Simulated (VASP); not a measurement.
Write the native input for VASP 6.6.1 that does the following.

```yaml
Task: single point
Functional: PBE
Potentials_or_basis: VASP PAW PBE potentials, release 64 (Zr_sv, Mo_sv)
Cutoff: 520 eV
k_mesh: 8 × 8 × 8
Occupations: gaussian, width 0.1 eV
Spin: no spin polarisation
Dipole_correction: no
Further_INCAR_settings: ALGO = Fast; EDIFF = 1e-06; NBANDS = 64
```

The structure of ZrMo3 lies in POSCAR:

```
ZrMo3
1.0
    5.1908205919      0.0000000000      0.0000000000
    0.0000000000      5.1908205919      0.0000000000
    0.0000000000      0.0000000000      5.1908205919
Zr Mo
2 6
Direct
    0.0000000000      0.0000000000      0.0000000000
    0.5000000000      0.5000000000      0.5000000000
    0.2500000000      0.0000000000      0.5000000000
    0.5000000000      0.7500000000      0.0000000000
    0.7500000000      0.0000000000      0.5000000000
    0.5000000000      0.2500000000      0.0000000000
    0.0000000000      0.5000000000      0.7500000000
    0.0000000000      0.5000000000      0.2500000000
```

One way to write it, as run:

INCAR

```
  ALGO = Fast
  EDIFF = 1E-6
  ENCUT = 520
  GGA = PE
  ISIF = 2
  ISMEAR = 0
  LASPH = T
  LCHARG = F
  LREAL = F
  LWAVE = F
  NBANDS = 64
  NELM = 60
  PREC = Accurate
  SIGMA = 0.1
```

KPOINTS

```
k-points
0
Gamma
  8 8 8
```

Potentials or basis: VASP PAW PBE potentials, release 64 (Zr_sv, Mo_sv).

Run with:

```sh
$ cat potpaw_PBE.64/Zr_sv/POTCAR potpaw_PBE.64/Mo_sv/POTCAR > POTCAR
$ mpirun -np 1 vasp_std > vasp.out
```

It gave:

- Pressure: 0.3 GPa
- Band gap on the k mesh: zero (bands 54 and 55 overlap by 0.80 eV)

Run time: 5.5 min on 1 thread of Oxide Virtual Turin-like Processor, on a shared host, peak memory 0.36 GiB.
